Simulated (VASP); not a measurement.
Wanted: the native input for a VASP 6.6.1 run.

* Task: single point
* Functional: PBE
* Potentials or basis: VASP PAW PBE potentials, release 64 (As, Mn_pv)
* Cutoff: 520 eV
* k mesh: 8 × 8 × 5
* Occupations: gaussian, width 0.021 eV
* Spin: collinear spin, ferromagnetic start
* Starting moments: [0.0, 0.0, 4.0, 4.0] μB
* Dipole correction: no
* Further INCAR settings: ALGO = Normal; EDIFF = 1e-06; NBANDS = 30

The structure of MnAs lies in POSCAR:

```
MnAs
1.0
    3.7100000000      0.0000000000      0.0000000000
   -1.8550000000      3.2129542480      0.0000000000
    0.0000000000      0.0000000000      5.6910000000
As Mn
2 2
Direct
    0.6666666667      0.3333333333      0.7500000000
    0.3333333333      0.6666666667      0.2500000000
    0.0000000000      0.0000000000      0.5000000000
    0.0000000000      0.0000000000      0.0000000000
```

These files were run (other wordings do the same):

INCAR

```
PREC = Accurate ; ENCUT = 520
EDIFF = 1E-6 ; ISMEAR = 0
SIGMA = 0.020999999999999998 ; LREAL = F
LASPH = T ; NELM = 150
ALGO = Normal ; ISIF = 2
LWAVE = F ; LCHARG = F
ISPIN = 2 ; MAGMOM = 0 0 4 4
LORBIT = 11 ; LMAXMIX = 4
GGA = PE ; NBANDS = 30
```

KPOINTS

```
regular mesh
0
Gamma
  8 8 5
```

Potentials or basis: VASP PAW PBE potentials, release 64 (As, Mn_pv).

Launch:

```bash
$ cat potpaw_PBE.64/As/POTCAR potpaw_PBE.64/Mn_pv/POTCAR > POTCAR
$ mpirun -np 1 vasp_std > vasp.out
```

Results of the run:

* Pressure: -3.2 GPa
* Net moment: 6.30 μB per cell
* Site moments: As -0.12; Mn +3.21 μB
* Valence electrons inside the program's atomic spheres: As 2.79; Mn 11.57

Caveat: the cell stands under tension; only a ferromagnetic start was run, and an antiferromagnetic order may lie lower in energy.

It took 51 s on 1 thread of Intel(R) Xeon(R) 6975P-C (Granite Rapids), on a shared host, peak memory 0.25 GiB.
